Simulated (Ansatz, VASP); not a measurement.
**Two plane-wave programs on PbO**

The input INCAR:

```
SYSTEM = PbO
ALGO = Normal
EDIFF = 1E-6
ENCUT = 520
GGA = PS
ISIF = 2
ISMEAR = 0
LASPH = .TRUE.
LCHARG = .TRUE.
LELF = .TRUE.
LREAL = .FALSE.
LVHAR = .TRUE.
LWAVE = .FALSE.
NBANDS = 28
NELM = 60
PREC = Accurate
SIGMA = 0.05
```

KPOINTS

```
k-points
0
G
  8 8 6
  0 0 0
```

File POSCAR:

```
PbO
1.0
    3.9744000000      0.0000000000      0.0000000000
    0.0000000000      3.9744000000      0.0000000000
    0.0000000000      0.0000000000      4.8713400000
Pb O
2 2
Direct
    0.0000000000      0.5000000000      0.2351000000
    0.5000000000      0.0000000000      0.7649000000
    0.0000000000      0.0000000000      0.0000000000
    0.5000000000      0.5000000000      0.0000000000
```

Input for Ansatz:

```yaml
crystal:
  lattice:
    - [3.9744, 0.0, 0.0]
    - [0.0, 3.9744, 0.0]
    - [0.0, 0.0, 4.87134]
  atoms:
    - { symbol: Pb, position: [0.0, 0.5, 0.2351] }
    - { symbol: Pb, position: [0.5, 0.0, 0.7649] }
    - { symbol: O, position: [0.0, 0.0, 0.0] }
    - { symbol: O, position: [0.5, 0.5, 0.0] }
basis:
  ecutwfc: 420
kpoints:
  mp_grid: { grid: [8, 8, 6] }
hamiltonian:
  xc: pbesol
scf:
  occupations: { method: gaussian, width: 0.05 }
output:
  forces: true
  stress: true
  eigenvalues: true
```

Change from the starting cell: strain +0.000 along x and y, -0.030 along z, atoms carried along.

Alike in both runs: task single point; functional PBEsol; k mesh 8 × 8 × 6; occupations gaussian, width 0.05 eV; no spin polarisation.

|  | VASP | Ansatz |
| --- | --- | --- |
| version | VASP 6.6.1 | Ansatz 0.2.0 |
| potentials or method | VASP PAW PBE potentials, release 64 (Pb_d, O), cutoff 520 eV | scalar-relativistic, plane waves, PAW |
| valence electrons in the cell | 40 | 40 |

VASP gave:

- gap on the k mesh at the Fermi level (eV): 1.21
- least direct gap on the mesh (eV): 2.23
- pressure (GPa): 3.5
- traceless stress, the component that is largest in VASP (GPa): 0.38
- rms of the force components (eV/Å): 0.284

Task: Which values does Ansatz return?

Result: gap on the k mesh at the Fermi level (eV): 1.20; least direct gap on the mesh (eV): 2.25; pressure (GPa): 3.3; traceless stress, the component that is largest in VASP (GPa): 0.40; rms of the force components (eV/Å): 0.264.

VASP's potentials were made for PBE, not for PBEsol. Atom by atom the forces differ by 0.020 eV/Å (rms over components). With one functional, cell and mesh, what is left measures potentials, basis and numerics.

Spin-orbit coupling is off throughout.
